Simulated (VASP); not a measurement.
Here is a VASP 6.6.1 calculation.

INCAR

```
SYSTEM = Ti
PREC = Accurate ; ENCUT = 520
EDIFF = 1E-6 ; ISMEAR = -1
SIGMA = 0.1 ; LREAL = .False.
LASPH = .True. ; NELM = 100
ALGO = Normal ; ISIF = 2
LWAVE = .False. ; LCHARG = .False.
GGA = PE ; NBANDS = 19
```

KPOINTS

```
regular mesh
0
Gamma
  11 11 6
  0 0 0
```

File POSCAR:

```
Ti
1.0
    2.9302007457      0.0000000000      0.0000000000
   -1.4651003729      2.5376282828      0.0000000000
    0.0000000000      0.0000000000      4.6485896576
Ti
2
Direct
    0.3333333333      0.6666666667      0.2500000000
    0.6666666667      0.3333333333      0.7500000000
```

Potentials or basis: VASP PAW PBE potentials, release 64 (Ti_sv).

Launch:

```sh
$ cat potpaw_PBE.64/Ti_sv/POTCAR > POTCAR
$ mpirun -np 1 vasp_std > vasp.out
```

Q: What does it give for the band gap on the k mesh?

A: Zero (band 12 reaches 9.17 eV, above the bottom of band 13 at 8.16 eV).

Q: Predict the pressure.

A: 0.6 GPa.

Stress tensor (GPa, compression positive):
```
0.70 0.00 0.00
0.00 0.70 0.00
0.00 0.00 0.48
```
